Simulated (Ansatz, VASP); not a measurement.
**One calculation of Si, two programs**

Contents of INCAR:

```
PREC = Accurate
ENCUT = 520
EDIFF = 1E-6
ISMEAR = 0
SIGMA = 0.03
LREAL = False
LASPH = True
NELM = 60
ALGO = Normal
ISIF = 2
LWAVE = False
LCHARG = False
GGA = PS
NBANDS = 16
```

The input KPOINTS:

```
regular mesh
0
Gamma
  12 12 12
```

The input POSCAR:

```
Si
1.0
   -3.1757634514      3.1757634514      1.9877103442
    3.1757634514     -3.1757634514      1.9877103442
    3.1757634514      3.1757634514     -1.9877103442
Si
4
Direct
    0.1787304307      0.1787304307      0.3574608614
    0.8212695693      0.8212695693      0.6425391386
    0.1787304307      0.8212695693      0.0000000000
    0.8212695693      0.1787304307      0.0000000000
```

Input for Ansatz:

```yaml
crystal:
  lattice:
    - [-3.1757634514, 3.1757634514, 1.9877103442]
    - [3.1757634514, -3.1757634514, 1.9877103442]
    - [3.1757634514, 3.1757634514, -1.9877103442]
  atoms:
    - { symbol: Si, position: [0.1787304307, 0.1787304307, 0.3574608614] }
    - { symbol: Si, position: [0.8212695693, 0.8212695693, 0.6425391386] }
    - { symbol: Si, position: [0.1787304307, 0.8212695693, 0.0] }
    - { symbol: Si, position: [0.8212695693, 0.1787304307, 0.0] }
basis:
  ecutwfc: 420
kpoints:
  mp_grid: { grid: [12, 12, 12] }
hamiltonian:
  xc: pbesol
  pseudopotentials: { kind: paw, azcp: { folder: soft_1 } }
scf:
  occupations: { method: gaussian, width: 0.03 }
output:
  forces: true
  stress: true
  eigenvalues: true
```

Alike in both runs: task single point; functional PBEsol; k mesh 12 × 12 × 12; occupations gaussian, width 0.03 eV; no spin polarisation.

|  | VASP | Ansatz |
| --- | --- | --- |
| version | VASP 6.6.1 | Ansatz 0.2.0 |
| potentials or method | VASP PAW PBE potentials, release 64 (Si), cutoff 520 eV | scalar-relativistic, plane waves, PAW |
| valence electrons in the cell | 16 | 16 |

Ansatz gave:

```
gap on the k mesh at the Fermi level (eV)                     : none
pressure (GPa)                                                : 5.6
traceless stress, the component that is largest in VASP (GPa) : -10.13
rms of the force components (eV/Å)                            : 0.758
```

Question: Estimate VASP's values.

Answer: gap on the k mesh at the Fermi level (eV): none; pressure (GPa): 5.7; traceless stress, the component that is largest in VASP (GPa): -10.16; rms of the force components (eV/Å): 0.764.

VASP's potentials were made for PBE, not for PBEsol, and Ansatz warns of the same on its side. Atom by atom the forces differ by 0.005 eV/Å (rms over components). A gap of «none» marks a metal or a gap that the smearing closes.
